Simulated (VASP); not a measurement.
TiN (titanium nitride):

```
CELL_PARAMETERS angstrom
0.00000 2.12200 2.12200
2.12200 0.00000 2.12200
2.12200 2.12200 0.00000
ATOMIC_POSITIONS crystal
Ti 0.00000 0.00000 0.00000
N 0.50000 0.50000 0.50000
```

```yaml
Program: VASP 6.6.1
Task: relaxation of cell and atoms
Functional: LDA
Potentials_or_basis: VASP PAW LDA potentials, release 64 (Ti_sv, N)
Cutoff: 600 eV
k_mesh: 16 × 16 × 16
Occupations: gaussian, width 0.1 eV
Spin: no spin polarisation
```

At the start: pressure -13.9 GPa; volume 9.56 Å³/atom.

Task: How do energy, volume and symmetry change on relaxing?

Result: Over 7 steps the energy falls by 20.5 meV/atom and the volume is 9.10 Å³/atom (-4.7 %); space group Fm-3m (No. 225, to 0.05 Å).

The path:
```csv
step,energy change (eV),largest force (eV/Å),pressure (GPa),volume (Å³)
1,0.0000,0.0000,-13.94,19.11
2,0.0640,0.0000,27.53,16.90
3,-0.0410,0.0000,-0.30,18.22
4,-0.0410,0.0000,-0.05,18.21
5,-0.0410,0.0000,0.26,18.19
6,-0.0410,0.0000,-0.30,18.22
7,-0.0410,0.0000,-0.02,18.20
```

Final structure:
```
CELL_PARAMETERS angstrom
0.00000 2.08791 2.08791
2.08791 0.00000 2.08791
2.08791 2.08791 0.00000
ATOMIC_POSITIONS crystal
Ti 0.00000 0.00000 0.00000
N 0.50000 0.50000 0.50000
```
